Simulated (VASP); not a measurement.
# W9C8 in VASP: a series of runs

Runs on W9C8. Level: PBEsol. Tasks: single point.

All numbers are computed with VASP 6.6.1; they aren't measurements. Logs are shortened: lines on timing, memory, paths and dates and some standing lists are left out, and cuts for length are marked.

### 1 The cell of the first run

The cell holds a slab with vacuum, 17 atoms: a = 5.806 Å, b = 5.663 Å, c = 15.190 Å, α = 90.00°, β = 90.00°, γ = 90.00°.

### 2 Single point, PBEsol

File INCAR:

```
SYSTEM = W9C8
PREC = Accurate
ENCUT = 520
EDIFF = 1E-6
ISMEAR = 0
SIGMA = 0.05
LREAL = Auto
LASPH = .TRUE.
NELM = 60
ALGO = Normal
ISIF = 2
LWAVE = .FALSE.
LCHARG = .FALSE.
GGA = PS
NBANDS = 93
```

File KPOINTS:

```
Automatic mesh
0
G
  4 5 1
  0 0 0
```

File POSCAR:

```
W9C8
1.0
    5.8060000000      0.0000000000      0.0000000000
    0.0000000000      5.6630000000      0.0000000000
    0.0000000000      0.0000000000     15.1901200000
W C
9 8
Direct
    0.0000000000      0.0000000000      0.0658323305
    0.2526565622      0.0039703337      0.2320462248
    0.0000000000      0.5000000000      0.0658323305
    0.2544915605      0.5002127847      0.2216677024
    0.5000000000      0.0000000000      0.0658323305
    0.7560310024      0.0043909589      0.2316629493
    0.5000000000      0.5000000000      0.0658323305
    0.7540117120      0.5011813526      0.2241642594
    0.0640239408      0.3401944199      0.3548364332
    0.0033770238      0.2456546000      0.1662035586
    0.4300949018      0.2488944023      0.3300235285
   -0.0007506028      0.7503616458      0.1637979160
    0.1177802274      0.7195410560      0.3343237578
    0.5045623493      0.2489913473      0.1664752484
    0.7133678953      0.2672745894      0.3356611403
    0.5053775405      0.7581923009      0.1733169982
    0.8918429211      0.7516556595      0.3232164065
```

Potentials or basis: VASP PAW PBE potentials, release 64 (W_sv, C).

Command:

```sh
> cat potpaw_PBE.64/W_sv/POTCAR potpaw_PBE.64/C/POTCAR > POTCAR
> mpirun -np 1 vasp_std > vasp.out
```

OUTCAR:

```text
SYSTEM = W9C8
   PREC = Accurate
   ENCUT = 520
   EDIFF = 1E-6
   ISMEAR = 0
   LREAL = Auto
   LASPH = .TRUE.
   NELM = 60
   ISIF = 2
   GGA = PS

 ion  position               nearest neighbor table
   1  0.000  0.000  0.066-  12 2.05  10 2.06   3 2.83   3 2.83   6 2.89   5 2.90   5 2.90   2 2.92

   2  0.253  0.004  0.232-  16 2.21  10 2.23  14 2.25  11 2.28  12 2.30  13 2.37   4 2.81   4 2.86
                             9 2.88   6 2.88   5 2.90   1 2.92   6 2.92
   3  0.000  0.500  0.066-  12 2.06  10 2.10   4 2.79   8 2.80   1 2.83   1 2.83   7 2.90   7 2.90

   4  0.254  0.500  0.222-  16 2.19  14 2.20  10 2.22  12 2.23  13 2.26  11 2.40   9 2.48   7 2.76
                             3 2.79   2 2.81   2 2.86   8 2.90   8 2.91
   5  0.500  0.000  0.066-  14 2.08  16 2.13   7 2.83   7 2.83   1 2.90   1 2.90   2 2.90   6 2.93

   6  0.756  0.004  0.232-  17 2.15  15 2.18  16 2.20  10 2.22  14 2.24  12 2.26  11 2.78   8 2.82
                             8 2.85   2 2.88   1 2.89   2 2.92   5 2.93   9 3.21
   7  0.500  0.500  0.066-  14 2.09  16 2.19   4 2.76   8 2.82   5 2.83   5 2.83   3 2.90   3 2.90

   8  0.754  0.501  0.224-  15 2.16  16 2.19  12 2.20  14 2.21  17 2.22  10 2.23   3 2.80   6 2.82
                             7 2.82   9 2.83   6 2.85   4 2.90   4 2.91
   9  0.064  0.340  0.355-  15 2.10  13 2.19  11 2.22   4 2.48  17 2.58   8 2.83   2 2.88   6 3.21

  10  0.003  0.246  0.166-   1 2.06   3 2.10   4 2.22   6 2.22   8 2.23   2 2.23
  11  0.430  0.249  0.330-  15 1.65   9 2.22   2 2.28   4 2.40   6 2.78
  12  0.999  0.750  0.164-   1 2.05   3 2.06   8 2.20   4 2.23   6 2.26   2 2.30
  13  0.118  0.720  0.334-  17 1.34   9 2.19   4 2.26   2 2.37
  14  0.505  0.249  0.166-   5 2.08   7 2.09   4 2.20   8 2.21   6 2.24   2 2.25
  15  0.713  0.267  0.336-  11 1.65   9 2.10   8 2.16   6 2.18
  16  0.505  0.758  0.173-   5 2.13   4 2.19   8 2.19   7 2.19   6 2.20   2 2.21
  17  0.892  0.752  0.323-  13 1.34   6 2.15   8 2.22   9 2.58

  LATTYP: Found a simple orthorhombic cell.
 ALAT       =     5.6630000000
 B/A-ratio  =     1.0252516334
 C/A-ratio  =     2.6823450468

  Lattice vectors:

 A1 = (   0.0000000000,  -5.6630000000,   0.0000000000)
 A2 = (   5.8060000000,   0.0000000000,   0.0000000000)
 A3 = (   0.0000000000,   0.0000000000,  15.1901200000)

Analysis of symmetry for initial positions (statically):
=====================================================================
 Subroutine PRICEL returns:
 Original cell was already a primitive cell.

 Routine SETGRP: Setting up the symmetry group for a
 simple orthorhombic supercell.

 Subroutine GETGRP returns: Found  1 space group operations
 (whereof  1 operations were pure point group operations)
 out of a pool of  8 trial point group operations.

The static configuration has the point symmetry C_1 .

Analysis of symmetry for dynamics (positions and initial velocities):
=====================================================================
 Subroutine PRICEL returns:
 Original cell was already a primitive cell.

 Routine SETGRP: Setting up the symmetry group for a
 simple orthorhombic supercell.

 Subroutine GETGRP returns: Found  1 space group operations
 (whereof  1 operations were pure point group operations)
 out of a pool of  8 trial point group operations.

The dynamic configuration has the point symmetry C_1 .

 Subroutine INISYM returns: Found  1 space group operations
 (whereof  1 operations are pure point group operations),
 and found     1 'primitive' translations

----------------------------------------------------------------------------------------

                                     Primitive cell

  volume of cell :     499.4417

  direct lattice vectors                    reciprocal lattice vectors
     5.806000000  0.000000000  0.000000000     0.172235618  0.000000000  0.000000000
     0.000000000  5.663000000  0.000000000     0.000000000  0.176584849  0.000000000
     0.000000000  0.000000000 15.190120000     0.000000000  0.000000000  0.065832265

  length of vectors
     5.806000000  5.663000000 15.190120000     0.172235618  0.176584849  0.065832265

  position of ions in fractional coordinates (direct lattice)
     0.000000000  0.000000000  0.065832331
     0.252656562  0.003970334  0.232046225
     0.000000000  0.500000000  0.065832331
     0.254491560  0.500212785  0.221667702
     0.500000000  0.000000000  0.065832331
     0.756031002  0.004390959  0.231662949
[... 9 lines left out ...]
     0.505377540  0.758192301  0.173316998
     0.891842921  0.751655660  0.323216407

  ion indices of the primitive-cell ions
   primitive index   ion index
                 1           1
                 2           2
                 3           3
                 4           4
                 5           5
                 6           6
[... 9 lines left out ...]
                16          16
                17          17

[... 46 lines left out ...]
   NGXF,Y,Z  is equivalent  to a cutoff of  27.49, 24.66, 26.27 a.u.
 SYSTEM =  W9C8
   PREC   = accura    normal or accurate (medium, high low for compatibility)
   ISTART =      0    job   : 0-new  1-cont  2-samecut
   ICHARG =      2    charge: 1-file 2-atom 10-const
   ISPIN  =      1    spin polarized calculation?
   LNONCOLLINEAR =      F non collinear calculations
   LSORBIT =      F    spin-orbit coupling
   LASPH  =      T    aspherical Exc in radial PAW
   ENCUT  =  520.0 eV  38.22 Ry    6.18 a.u.  10.80 10.53 28.24*2*pi/ulx,y,z
   NELM   =     60;   NELMIN=  2; NELMDL= -5     # of ELM steps
   EDIFF  = 0.1E-05   stopping-criterion for ELM
   LREAL  =      T    real-space projection
   EDIFFG = 0.1E-04   stopping-criterion for IOM
   NSW    =      0    number of steps for IOM
   IBRION =     -1    ionic relax: 0-MD 1-quasi-New 2-CG
   NFREE  =      0    steps in history (QN), initial steepest desc. (CG)
   ISIF   =      2    stress and relaxation
   ISYM   =      2    0-nonsym 1-usesym 2-fastsym
   POTIM  = 0.5000    time-step for ionic-motion
   TEBEG  =    0.0;   TEEND  =   0.0 temperature during run
   PSTRESS=    0.0 pullay stress
   NELECT =     158.0000    total number of electrons
   NUPDOWN=      -1.0000    fix difference up-down
   EMIN   =  10.00;   EMAX   =-10.00  energy-range for DOS
   EFERMI =   0.00;   METHOD = LEGACY
   ISMEAR =     0;   SIGMA  =   0.05  broadening in eV -4-tet -1-fermi 0-gaus
   EFERMI_NEDOS =   21; number of points for ismear=-14 and -15
   IALGO  =     38    algorithm
   IMIX   =      4    mixing-type and parameters
     AMIX     =   0.40;   BMIX     =  1.00
     AMIX_MAG =   1.60;   BMIX_MAG =  1.00
  volume/ion in A,a.u.               =      29.38       198.26
  Fermi-wavevector in a.u.,A,eV,Ry     =   1.115490  2.107970 16.929967  1.244317
  Thomas-Fermi vector in A             =   2.252095
   LORBIT       =      0    0 simple, 1 ext, 2 COOP (PROOUT), +10 PAW based schemes
   GGA     = PS    functional components
   LHFCALC =     F    Hartree Fock is set to
   AEXX    =    0.0000 exact exchange contribution
   IVDW    =     0    specifies the selected vdW correction
   LEPSILON=     F    determine dielectric tensor
   LRPA    =     F    only Hartree local field effects (RPA)
 non-spin polarized calculation
 Gauss-broadening in eV      SIGMA  =   0.05
  energy-cutoff  :      520.00
  volume of cell :      499.44
 maximum number of plane-waves:     13496
 NGX is ok and might be reduce to    48
   NGX = 21   NGY = 21   NGZ = 57

 number of electron     157.9999998 magnetization

 Free energy of the ion-electron system (eV)
  ---------------------------------------------------
  ext. energy  EPLUGINS =         0.00000000
  ---------------------------------------------------
  free energy    TOTEN  =      -181.12239045 eV

  energy without entropy =     -181.10108922  energy(sigma->0) =     -181.11173983

 E-fermi :   1.3095     XC(G=0):  -6.5478

 val. band max:        1.3012499448   @ k =   0.5000   0.2000   0.0000
 cond. band min:       1.3132422101   @ k =   0.2500   0.2000   0.0000
 fundamental gap:      0.0119922653
 Fermi energy:         1.3095204486

 k-point     1 :       0.0000    0.0000    0.0000
  band No.  band energies     occupation
      1     -73.2095      2.00000
      2     -73.1377      2.00000
      3     -73.0286      2.00000
      4     -72.9907      2.00000
      5     -72.9488      2.00000
      6     -72.9198      2.00000
[... 1023 lines left out ...]
     90       2.4138      0.00000
     91       2.5578      0.00000
 [bands above 91 left out]

------------------------ aborting loop because EDIFF is reached ----------------------------------------

  FORCE on cell =-STRESS in cart. coord.  units (eV):
  Direction    XX          YY          ZZ          XY          YZ          ZX
  --------------------------------------------------------------------------------------
  -------------------------------------------------------------------------------------
  Total      -35.7842443    -14.9207172      0.7831425     -0.1029728     -1.2509819     -0.4770766
  in kB     -114.7935892    -47.8647156      2.5122714     -0.3303304     -4.0130707     -1.5304314
  external PRESSURE =     -53.3820111 kB  Pullay stress =       0.0000000 kB

 VOLUME and BASIS-vectors are now :
 -----------------------------------------------------------------------------
  energy-cutoff  :      520.00
  volume of cell :      499.44
      direct lattice vectors                 reciprocal lattice vectors
     5.806000000  0.000000000  0.000000000     0.172235618  0.000000000  0.000000000
     0.000000000  5.663000000  0.000000000     0.000000000  0.176584849  0.000000000
     0.000000000  0.000000000 15.190120000     0.000000000  0.000000000  0.065832265

 POSITION                                       TOTAL-FORCE (eV/Angst)
 -----------------------------------------------------------------------------------
      0.00000      0.00000      1.00000         0.171964     -0.205000     -0.075217
      1.46692      0.02248      3.52481        -0.958017     -0.035639     -0.263514
      0.00000      2.83150      1.00000         0.023231     -0.070406     -0.768243
      1.47758      2.83270      3.36716         0.003948      0.532855      0.083030
      2.90300      0.00000      1.00000        -0.020104     -0.171813      0.975598
      4.38952      0.02487      3.51899         0.099160      0.084538     -0.206497
[... 9 lines left out ...]
      2.93422      4.29364      2.63271         0.256973     -0.171908     -0.153226
      5.17804      4.25663      4.90970        -0.149872      0.252485     -0.399972
 -----------------------------------------------------------------------------------
    total drift:                               -0.008503      0.001735     -0.005562

  FREE ENERGIE OF THE ION-ELECTRON SYSTEM (eV)
  ---------------------------------------------------
  free  energy   TOTEN  =      -181.1223904521 eV

  energy  without entropy=     -181.1010892165  energy(sigma->0) =     -181.11173983
```

Run time: 17 min. Hardware: 1 thread of Intel Xeon Platinum 8488C (Sapphire Rapids), shared host; peak memory 0.69 GiB.

Results:

* Free energy: -181.1224 eV
* Largest force: 2.797 eV/Å
* Band gap on the k mesh: zero (bands 79 and 80 overlap by 0.27 eV)

Forces on the atoms (eV/Å):
```
W    0.172 -0.205 -0.075
W   -0.958 -0.036 -0.264
W    0.023 -0.070 -0.768
W    0.004  0.533  0.083
W   -0.020 -0.172  0.976
W    0.099  0.085 -0.206
W    0.284  0.382 -0.305
W   -0.284 -0.067  0.229
W    0.072 -0.746 -0.612
C   -0.126 -0.168  0.122
C    2.395  0.475  0.498
C    0.276  0.385  0.166
C    1.028 -0.684  0.622
C   -0.293  0.069 -0.199
C   -2.778  0.138  0.288
C    0.257 -0.172 -0.153
C   -0.150  0.252 -0.400
```

Levels at points of the mesh, in eV from the Fermi level:
| k point | band 75 | band 76 | band 77 | band 78 | band 79 | band 80 | band 81 | band 82 | band 83 | band 84 |
| --- | --- | --- | --- | --- | --- | --- | --- | --- | --- | --- |
| (0.00, 0.00, 0.00) | -0.70 | -0.56 | -0.38 | -0.08 | 0.07 | 0.32 | 0.49 | 0.51 | 1.00 | 1.28 |
| (0.50, 0.00, 0.00) | -0.60 | -0.48 | -0.21 | -0.17 | -0.10 | -0.09 | 0.13 | 0.39 | 0.69 | 0.84 |

Caveat: there is no dipole correction, which matters where the two faces differ; the PAW data sets were made with another functional, which shifts forces and pressure a little; spin-orbit coupling is left out, which moves the levels of the heavy elements.

### 3 Single point, PBEsol

File INCAR:

```
  PREC = Accurate
  ENCUT = 520
  EDIFF = 1E-6
  ISMEAR = 0
  SIGMA = 0.05
  LREAL = Auto
  LASPH = T
  NELM = 60
  ALGO = Normal
  ISIF = 2
  LWAVE = F
  LCHARG = T
  GGA = PS
  LELF = T
  LVHAR = T
  NBANDS = 93
```

File KPOINTS:

```
Automatic mesh
0
Gamma
  4 5 1
```

File POSCAR:

```
W9C8
1.0
    5.8060000000      0.0000000000      0.0000000000
    0.0000000000      5.6630000000      0.0000000000
    0.0000000000      0.0000000000     15.1901200000
W C
9 8
Direct
    0.0000000000      0.0000000000      0.0658323305
    0.2519168102      0.0034379304      0.2279537621
    0.0000000000      0.5000000000      0.0658323305
    0.2454788150      0.4987845665      0.2275827314
    0.5000000000      0.0000000000      0.0658323305
    0.7508243197     -0.0017483666      0.2308468926
    0.5000000000      0.5000000000      0.0658323305
    0.7481036858      0.4974404026      0.2261484439
   -0.0119398898      0.4468873389      0.3790128057
    0.0011105753      0.2476286421      0.1678978836
    0.2389050982      0.2617450115      0.3298490730
   -0.0056987599      0.7521430337      0.1645403065
    0.0473160524      0.7854879039      0.3083867672
    0.5048231140      0.2522080170      0.1691363202
    0.7662519807      0.2481885926      0.3293033893
    0.4941830865      0.7491177821      0.1731052816
    0.8150952463      0.7507767968      0.3339834708
```

Potentials or basis: VASP PAW PBE potentials, release 64 (W_sv, C).

Command:

```sh
> cat potpaw_PBE.64/W_sv/POTCAR potpaw_PBE.64/C/POTCAR > POTCAR
> mpirun -np 1 vasp_std > vasp.out
```

It took 39 min on 1 thread of Intel Xeon 8259CL, shared host; peak memory 0.71 GiB.

The run converged. Its results:

| Quantity | Value |
| --- | --- |
| Free energy | -181.5559 eV |
| Largest force | 0.857 eV/Å |
| Band gap on the k mesh | zero (bands 79 and 80 overlap by 0.25 eV) |

Forces in eV/Å, atoms in the order of the input:
```
W    0.099  0.233 -0.237
W    0.017 -0.007  0.014
W   -0.049 -0.520 -0.679
W    0.019  0.019 -0.001
W    0.093  0.142  0.768
W   -0.024 -0.002 -0.006
W   -0.139  0.149 -0.092
W   -0.025  0.012 -0.016
W    0.034  0.044  0.126
C   -0.001  0.003  0.007
C    0.036 -0.049  0.039
C    0.000 -0.007  0.004
C    0.091  0.036 -0.009
C   -0.001 -0.009  0.003
C   -0.049 -0.062  0.022
C    0.000  0.000 -0.006
C   -0.102  0.019  0.064
```

Levels at points of the mesh, in eV from the Fermi level:
```tsv
k point	band 75	band 76	band 77	band 78	band 79	band 80	band 81	band 82	band 83	band 84
(0.00, 0.00, 0.00)	-0.69	-0.41	-0.30	-0.11	0.01	0.28	0.50	0.79	1.05	1.25
(0.50, 0.00, 0.00)	-0.81	-0.76	-0.58	-0.20	-0.17	-0.01	0.05	0.30	0.55	0.97
```

Caveat: there is no dipole correction, which matters where the two faces differ; the PAW data sets were made with another functional, which shifts forces and pressure a little; spin-orbit coupling is left out, which moves the levels of the heavy elements.

### 4 Single point, PBEsol

File INCAR:

```
SYSTEM = W9C8
PREC     = Accurate       ! precision mode
ENCUT    = 520            ! plane-wave cutoff, eV
EDIFF    = 1E-7           ! SCF threshold, eV
ISMEAR   = 0              ! smearing method
SIGMA    = 0.05           ! smearing width, eV
LREAL    = Auto         
LASPH    = .TRUE.         ! aspherical terms in the spheres
NELM     = 60             ! most SCF steps
ALGO     = Normal         ! electronic algorithm
ISIF     = 2              ! what is computed and relaxed
LWAVE    = .FALSE.        ! write WAVECAR
LCHARG   = .FALSE.        ! write CHGCAR
GGA      = PS             ! functional
NBANDS   = 93             ! bands
```

File KPOINTS:

```
Automatic mesh
0
G
  4 5 1
  0 0 0
```

File POSCAR:

```
W9C8
1.0
    5.8060000000      0.0000000000      0.0000000000
    0.0000000000      5.6630000000      0.0000000000
    0.0000000000      0.0000000000     15.1901200000
W C
9 8
Direct
    0.0000000000      0.0000000000      0.0658323305
    0.2507562866     -0.0154502914      0.2272654857
    0.0000000000      0.5000000000      0.0658323305
    0.2484426455      0.4886005651      0.2249626073
    0.5000000000      0.0000000000      0.0658323305
    0.7650573545     -0.0083824828      0.2276914205
    0.5000000000      0.5000000000      0.0658323305
    0.7643057182      0.4921688151      0.2263876125
    0.0125525319      0.4989579728      0.3827819662
    0.0051575956      0.2429991171      0.1659442453
    0.1456482949      0.2110932368      0.3251606307
    0.0056176369      0.7445283419      0.1676776089
    0.2131243541      0.7295620696      0.3273517260
    0.5044052704      0.2470008829      0.1712552633
    0.8667750603      0.2243508741      0.3257574002
    0.5085823286      0.7431829419      0.1694725256
    0.8383513607      0.7478735652      0.3255498311
```

Command:

```sh
> cat potpaw_PBE.64/W_sv/POTCAR potpaw_PBE.64/C/POTCAR > POTCAR
> mpirun -np 1 vasp_std > vasp.out
```

Wall time 24 min (1 thread of Intel Xeon Platinum 8259CL at 2.50GHz (Skylake/Cascade Lake), shared host); peak memory 0.7 GiB.

The run converged. Its results:

```yaml
Free_energy: -180.7992 eV
Largest_force: 1.275 eV/Å
Band_gap_on_the_k_mesh: zero (bands 79 and 80 overlap by 0.22 eV)
```

Forces on the atoms (eV/Å):
```
W    0.155 -0.493 -0.498
W   -0.004  0.395 -0.043
W    0.130 -0.133 -1.261
W    0.114 -0.216 -0.175
W    0.222 -0.274  1.026
W   -0.157 -0.085  0.066
W    0.177 -0.278  0.235
W    0.052  0.116  0.000
W    0.207  0.746  0.304
C   -0.128  0.084 -0.050
C   -0.593  0.324  0.110
C    0.109 -0.022 -0.114
C    0.296  0.404  0.103
C   -0.080  0.008  0.117
C    0.273 -0.412 -0.109
C   -0.069 -0.088 -0.039
C   -0.704 -0.078  0.331
```

Levels at points of the mesh, in eV from the Fermi level:
```csv
k point,band 76,band 77,band 78,band 79,band 80,band 81,band 82,band 83
"(0.00, 0.00, 0.00)",-0.50,-0.11,0.00,0.08,0.19,0.43,0.46,1.04
"(0.50, 0.00, 0.00)",-0.71,-0.37,-0.24,-0.15,-0.10,0.11,0.27,0.42
```

Caveat: there is no dipole correction, which matters where the two faces differ; the PAW data sets were made with another functional, which shifts forces and pressure a little; spin-orbit coupling is left out, which moves the levels of the heavy elements.

### 5 Overview

```tsv
cell	gap on the mesh (eV)	largest force (eV/Å)
as given, atomic positions A	none	2.80
as given, atomic positions B	none	0.86
as given, atomic positions C	none	1.28
```

Alike in all rows: task single point; level PBEsol; potentials or basis VASP PAW PBE potentials, release 64 (W_sv, C); no spin polarisation; k mesh 4 × 5 × 1; cutoff (eV) 520; smearing gaussian 0.05 eV.

Caveats: there is no dipole correction, which matters where the two faces differ; the PAW data sets were made with another functional, which shifts forces and pressure a little; spin-orbit coupling is left out, which moves the levels of the heavy elements.

Absolute energies hang on the potentials; compare differences alone.

The gap in the log of VASP goes by the Fermi energy; the results here count the filled bands.